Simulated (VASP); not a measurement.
LiF:

```
CELL_PARAMETERS angstrom
2.23987 2.25129 0.00696
2.17780 -2.17531 4.38235
2.12663 -2.15197 -4.34510
ATOMIC_POSITIONS crystal
Li 0.43335 0.33973 0.65674
Li 0.03144 0.89000 0.63459
Li 0.96051 0.40460 0.10948
Li 0.52766 0.88899 0.14966
F 0.01600 0.23820 0.76028
F 0.48490 0.72676 0.75304
F 0.44956 0.26438 0.23900
F 0.09658 0.74734 0.19720
```

```yaml
Program: VASP 6.6.1
Task: relaxation of cell and atoms
Functional: PBE
Potentials_or_basis: VASP PAW PBE potentials, release 64 (Li_sv, F)
Cutoff: 600 eV
k_mesh: 4 × 4 × 4
Occupations: gaussian, width 0.1 eV
Spin: no spin polarisation
```

At the start: pressure 2.3 GPa; volume 10.57 Å³/atom.

Problem. How do energy, volume and symmetry change on relaxing?

Solution. Over 18 steps the energy falls by 136.4 meV/atom and the volume is 10.30 Å³/atom (-2.6 %); space group P1 (No. 1, to 0.1 Å) before, F-43m (No. 216, to 0.1 Å).

The path:
```tsv
step	energy change (eV)	largest force (eV/Å)	pressure (GPa)	volume (Å³)
1	0.0000	2.6819	2.27	84.58
2	-0.6743	0.9654	-1.53	86.41
3	-0.7376	0.8062	-1.98	86.95
4	-0.7666	0.5902	-2.31	88.04
5	-0.7689	0.6259	-2.30	87.82
6	-0.9030	0.4141	-1.73	85.78
7	-1.0032	0.3256	-0.07	82.33
8	-1.0344	0.2248	0.06	82.03
9	-1.0473	0.1579	0.35	81.65
10	-1.0598	0.1332	0.11	82.03
11	-1.0652	0.1723	-0.14	82.51
12	-1.0748	0.0903	-0.11	82.48
13	-1.0795	0.1300	-0.06	82.44
14	-1.0858	0.0623	0.06	82.28
15	-1.0864	0.0752	0.11	82.21
16	-1.0901	0.0504	-0.01	82.39
17	-1.0903	0.0438	-0.03	82.44
18	-1.0912	0.0192	-0.01	82.40
```

Final structure:
```xyz
8
Lattice="2.1750 2.1730 0.0021 2.1749 -2.1734 4.3609 2.1698 -2.1727 -4.3617" Properties=species:S:1:pos:R:3 pbc="T T T"
Li    3.2528   -1.0899   -1.0944
Li    3.2630   -3.2529    1.0875
Li    1.0895   -1.0885    1.0930
Li    3.2616   -1.0857    3.2739
F     4.3417   -0.0030   -2.1818
F     4.3485   -2.1674   -0.0008
F     2.1724   -0.0028    0.0025
F     2.1767   -2.1754    2.1842
```

Caveat: the k points lie up to 0.51 Å⁻¹ apart in the final cell; the cutoff is under 1.25 times the usual one of these potentials, so pressure, stress and relaxed cells hold a basis-set (Pulay) error.
